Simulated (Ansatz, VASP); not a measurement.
**One calculation of MgS, two programs**

```xyz
4
Lattice="4.0346 0.0000 0.0000 -2.0173 3.4941 0.0000 0.0000 0.0000 6.4323" Properties=species:S:1:pos:R:3 pbc="T T T"
Mg    2.0173    1.1647    2.9888
Mg    0.0000    2.3294    6.2050
S     0.0000    2.3294    2.4394
S     2.0173    1.1647    5.6556
```

Change from the starting cell: all Mg atoms moved -0.200 Å, as atom 1 along Cartesian [0 0 1].

Alike in both runs: task single point; functional PBEsol; k mesh 6 × 6 × 4; occupations gaussian, width 0.05 eV; no spin polarisation.

|  | VASP | Ansatz |
| --- | --- | --- |
| version | VASP 6.6.1 | Ansatz 0.2.0 |
| potentials or method | VASP PAW PBE potentials, release 64 (Mg, S), cutoff 520 eV | scalar-relativistic, plane waves, PAW |
| valence electrons in the cell | 16 | 32 |

|  | VASP | Ansatz | Ansatz less VASP |
| --- | --- | --- | --- |
| gap on the k mesh at the Fermi level (eV) | 2.99 | 2.98 | -0.003 |
| least direct gap on the mesh (eV) | 2.99 | 2.98 | -0.003 |
| pressure (GPa) | 0.2 | 0.2 | +0.08 |
| traceless stress, the component that is largest in VASP (GPa) | -4.17 | -4.17 | -0.001 |
| rms of the force components (eV/Å) | 0.359 | 0.358 | -0.0008 |

VASP's potentials were made for PBE, not for PBEsol. Atom by atom the forces differ by 0.001 eV/Å (rms over components). VASP's potentials hold 16 valence electrons a cell and Ansatz's 32, so a difference there can come from the potentials and not from the codes.
